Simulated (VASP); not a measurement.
# CaS (Fm-3m) in VASP: notebook

CaS is run at these levels: PBE; tasks: single point.

All numbers are computed with VASP 6.6.1; they aren't measurements. Logs are shortened: lines on timing, memory, paths and dates and some standing lists are left out, and cuts for length are marked.

## (1) The cell of the first run

It takes space group Fm-3m (No. 225, cubic). The conventional cell has a = 5.712 Å, b = 5.712 Å, c = 5.712 Å, α = 90.00°, β = 90.00°, γ = 90.00°. Within 3.8 Å of Ca (site symmetry m-3m) lie 6 S at 2.86 Å. S (site symmetry m-3m) has 6 Ca at 2.86 Å within 3.8 Å.

## (2) Single point, PBE

Contents of INCAR:

```
PREC     = Accurate       # precision mode
ENCUT    = 500            # plane-wave cutoff, eV
EDIFF    = 1E-6           # SCF threshold, eV
ISMEAR   = 0              # smearing method
SIGMA    = 0.02           # smearing width, eV
LREAL    = False          # projectors in reciprocal space
LASPH    = True           # aspherical terms in the spheres
NELM     = 120            # most SCF steps
ALGO     = Normal         # electronic algorithm
ISIF     = 2              # what is computed and relaxed
LWAVE    = False          # write WAVECAR
LCHARG   = True           # write CHGCAR
GGA      = PE             # functional
LELF     = True           # ELF
LVHAR    = True         
NBANDS   = 15             # bands
GGA_COMPAT= False
```

Contents of KPOINTS:

```
regular mesh
0
Gamma
  8 8 8
```

Contents of POSCAR:

```
CaS
1.0
    0.0000000000      2.8558148750      2.8558148750
    2.8558148750      0.0000000000      2.8558148750
    2.8558148750      2.8558148750      0.0000000000
Ca S
1 1
Direct
    0.0000000000      0.0000000000      0.0000000000
    0.5000000000      0.5000000000      0.5000000000
```

Potentials or basis: VASP PAW PBE potentials, release 64 (Ca_sv, S).

On the command line:

```
$ cat potpaw_PBE.64/Ca_sv/POTCAR potpaw_PBE.64/S/POTCAR > POTCAR
$ mpirun -np 1 vasp_std > vasp.out
```

OUTCAR:

```text
PREC = Accurate
   ENCUT = 500
   EDIFF = 1E-6
   ISMEAR = 0
   LREAL = False
   LASPH = True
   NELM = 120
   ISIF = 2
   GGA = PE

 ion  position               nearest neighbor table
   1  0.000  0.000  0.000-   2 2.86   2 2.86   2 2.86   2 2.86   2 2.86   2 2.86
   2  0.500  0.500  0.500-   1 2.86   1 2.86   1 2.86   1 2.86   1 2.86   1 2.86

  LATTYP: Found a face centered cubic cell.
 ALAT       =     5.7116297500

  Lattice vectors:

 A1 = (   0.0000000000,   2.8558148750,   2.8558148750)
 A2 = (   2.8558148750,   0.0000000000,   2.8558148750)
 A3 = (   2.8558148750,   2.8558148750,   0.0000000000)

Analysis of symmetry for initial positions (statically):
=====================================================================
 Subroutine PRICEL returns:
 Original cell was already a primitive cell.

 Routine SETGRP: Setting up the symmetry group for a
 face centered cubic supercell.

 Subroutine GETGRP returns: Found 48 space group operations
 (whereof 48 operations were pure point group operations)
 out of a pool of 48 trial point group operations.

The static configuration has the point symmetry O_h .

Analysis of symmetry for dynamics (positions and initial velocities):
=====================================================================
 Subroutine PRICEL returns:
 Original cell was already a primitive cell.

 Routine SETGRP: Setting up the symmetry group for a
 face centered cubic supercell.

 Subroutine GETGRP returns: Found 48 space group operations
 (whereof 48 operations were pure point group operations)
 out of a pool of 48 trial point group operations.

The dynamic configuration has the point symmetry O_h .

 Subroutine INISYM returns: Found 48 space group operations
 (whereof 48 operations are pure point group operations),
 and found     1 'primitive' translations

----------------------------------------------------------------------------------------

                                     Primitive cell

  volume of cell :      46.5822

  direct lattice vectors                    reciprocal lattice vectors
     0.000000000  2.855814875  2.855814875    -0.175081377  0.175081377  0.175081377
     2.855814875  0.000000000  2.855814875     0.175081377 -0.175081377  0.175081377
     2.855814875  2.855814875  0.000000000     0.175081377  0.175081377 -0.175081377

  length of vectors
     4.038732128  4.038732128  4.038732128     0.303249840  0.303249840  0.303249840

  position of ions in fractional coordinates (direct lattice)
     0.000000000  0.000000000  0.000000000
     0.500000000  0.500000000  0.500000000

  ion indices of the primitive-cell ions
[... 88 lines left out ...]
   EMIN   =  10.00;   EMAX   =-10.00  energy-range for DOS
   EFERMI =   0.00;   METHOD = LEGACY
   ISMEAR =     0;   SIGMA  =   0.02  broadening in eV -4-tet -1-fermi 0-gaus
   EFERMI_NEDOS =   21; number of points for ismear=-14 and -15
   IALGO  =     38    algorithm
   IMIX   =      4    mixing-type and parameters
     AMIX     =   0.40;   BMIX     =  1.00
     AMIX_MAG =   1.60;   BMIX_MAG =  1.00
  volume/ion in A,a.u.               =      23.29       157.18
  Fermi-wavevector in a.u.,A,eV,Ry     =   1.146502  2.166574 17.884404  1.314467
  Thomas-Fermi vector in A             =   2.283186
   LORBIT       =      0    0 simple, 1 ext, 2 COOP (PROOUT), +10 PAW based schemes
   GGA     = PE    functional components
   LHFCALC =     F    Hartree Fock is set to
   AEXX    =    0.0000 exact exchange contribution
   IVDW    =     0    specifies the selected vdW correction
   LEPSILON=     F    determine dielectric tensor
   LRPA    =     F    only Hartree local field effects (RPA)
 non-spin polarized calculation
 Gauss-broadening in eV      SIGMA  =   0.02
  energy-cutoff  :      500.00
  volume of cell :       46.58
 maximum number of plane-waves:      1243
 NGX is ok and might be reduce to    30
   NGX = 15   NGY = 15   NGZ = 15

 number of electron      16.0000004 magnetization

 Free energy of the ion-electron system (eV)
  ---------------------------------------------------
  ext. energy  EPLUGINS =         0.00000000
  ---------------------------------------------------
  free energy    TOTEN  =       -10.36486504 eV

  energy without entropy =      -10.36486504  energy(sigma->0) =      -10.36486504

 E-fermi :   2.8788     XC(G=0):  -9.2777

 val. band max:        2.6661183372   @ k =   0.0000   0.0000   0.0000
 cond. band min:       5.0428142531   @ k =   0.5000   0.5000   0.0000
 fundamental gap:      2.3766959159
 Fermi energy:         2.8787828804

 k-point     1 :       0.0000    0.0000    0.0000
  band No.  band energies     occupation
      1     -36.5619      2.00000
      2     -17.5407      2.00000
      3     -17.5407      2.00000
      4     -17.5407      2.00000
      5      -8.6310      2.00000
      6       2.6661      2.00000
      7       2.6661      2.00000
      8       2.6661      2.00000
      9       6.7592      0.00000
     10       6.8319      0.00000
     11       6.8319      0.00000
     12       6.8319      0.00000
     13       7.4181      0.00000
     14       7.4181      0.00000
[... 401 lines left out ...]
      2     -17.6712      2.00000
      3     -17.5884      2.00000
      4     -17.5659      2.00000
      5      -7.8713      2.00000
      6       0.0634      2.00000
      7       1.1882      2.00000
      8       1.5154      2.00000
      9       7.6357      0.00000
     10       7.9550      0.00000
     11       9.0752      0.00000
     12       9.3815      0.00000
     13       9.6665      0.00000
     14      10.6310      0.00000
     15      11.8977      0.00000

 [... further k-points ...]

------------------------ aborting loop because EDIFF is reached ----------------------------------------

  FORCE on cell =-STRESS in cart. coord.  units (eV):
  Direction    XX          YY          ZZ          XY          YZ          ZX
  --------------------------------------------------------------------------------------
  -------------------------------------------------------------------------------------
  Total        0.0432731      0.0432731      0.0432731      0.0000000      0.0000000     -0.0000000
  in kB        1.4883598      1.4883598      1.4883598      0.0000000      0.0000000     -0.0000000
  external PRESSURE =       1.4883598 kB  Pullay stress =       0.0000000 kB

 VOLUME and BASIS-vectors are now :
 -----------------------------------------------------------------------------
  energy-cutoff  :      500.00
  volume of cell :       46.58
      direct lattice vectors                 reciprocal lattice vectors
     0.000000000  2.855814875  2.855814875    -0.175081377  0.175081377  0.175081377
     2.855814875  0.000000000  2.855814875     0.175081377 -0.175081377  0.175081377
     2.855814875  2.855814875  0.000000000     0.175081377  0.175081377 -0.175081377

 POSITION                                       TOTAL-FORCE (eV/Angst)
 -----------------------------------------------------------------------------------
      0.00000      0.00000      0.00000        -0.000000     -0.000000      0.000000
      2.85581      2.85581      2.85581         0.000000      0.000000     -0.000000
 -----------------------------------------------------------------------------------
    total drift:                               -0.000000      0.000000      0.000000

  FREE ENERGIE OF THE ION-ELECTRON SYSTEM (eV)
  ---------------------------------------------------
  free  energy   TOTEN  =       -10.3648650434 eV

  energy  without entropy=      -10.3648650434  energy(sigma->0) =      -10.36486504
```

stdout:

```text
POSCAR found type information on POSCAR CaS
 POSCAR found :  2 types and       2 ions
 scaLAPACK will be used
 LDA part: xc-table for (Slater+PW92), standard interpolation
 POSCAR, INCAR and KPOINTS ok, starting setup
 FFT: planning ... GRIDC
 FFT: planning ... GRID_SOFT
 FFT: planning ... GRID
 WAVECAR not read
 entering main loop
```

It took 18 s on 1 thread of Intel Xeon Platinum 8488C (Sapphire Rapids), shared host; peak memory 0.17 GiB.

What came out:

| Item | Value |
| --- | --- |
| Free energy | -10.3649 eV |
| Pressure | 0.1 GPa |
| Band gap on the k mesh | 2.38 eV (least direct gap 3.18 eV) |

Levels at points of the mesh, in eV from the valence-band top:
| k point | band 5 | band 6 | band 7 | band 8 | band 9 | band 10 | band 11 | band 12 |
| --- | --- | --- | --- | --- | --- | --- | --- | --- |
| (0.00, 0.00, 0.00) | -11.30 | 0.00 | 0.00 | 0.00 | 4.09 | 4.17 | 4.17 | 4.17 |
| (0.50, 0.00, 0.00) | -10.50 | -3.06 | -1.14 | -1.14 | 5.20 | 6.03 | 6.17 | 6.17 |
| (0.50, 0.50, 0.00) | -10.68 | -2.26 | -0.80 | -0.80 | 2.38 | 5.59 | 5.98 | 6.73 |

## (3) Single point, PBE

Contents of INCAR:

```
SYSTEM = CaS
PREC = Accurate
ENCUT = 500
EDIFF = 1E-6
ISMEAR = 0
SIGMA = 0.02
LREAL = .FALSE.
LASPH = .TRUE.
NELM = 120
ALGO = Normal
ISIF = 2
LWAVE = .FALSE.
LCHARG = .FALSE.
GGA = PE
NBANDS = 15
GGA_COMPAT = .FALSE.
```

Contents of KPOINTS:

```
regular mesh
0
G
  8 8 8
  0 0 0
```

POSCAR is that of step 2.

Potentials or basis: VASP PAW PBE potentials, release 64 (Ca_sv, S).

On the command line:

```
$ cat potpaw_PBE.64/Ca_sv/POTCAR potpaw_PBE.64/S/POTCAR > POTCAR
$ mpirun -np 1 vasp_std > vasp.out
```

Wall time 15 s (1 thread of Intel Xeon Platinum 8488C (Sapphire Rapids), shared host); peak memory 0.17 GiB.

It converged, with:

```
Free energy            : -10.3649 eV
Pressure               : 0.1 GPa
Band gap on the k mesh : 2.38 eV (least direct gap 3.18 eV)
```

Levels at points of the mesh, in eV from the valence-band top:
```
           k point  band 5  band 6  band 7  band 8  band 9  band 10  band 11  band 12
(0.00, 0.00, 0.00)  -11.30    0.00    0.00    0.00    4.09     4.17     4.17     4.17
(0.50, 0.00, 0.00)  -10.50   -3.06   -1.14   -1.14    5.20     6.03     6.17     6.17
(0.50, 0.50, 0.00)  -10.68   -2.26   -0.80   -0.80    2.38     5.59     5.98     6.73
```
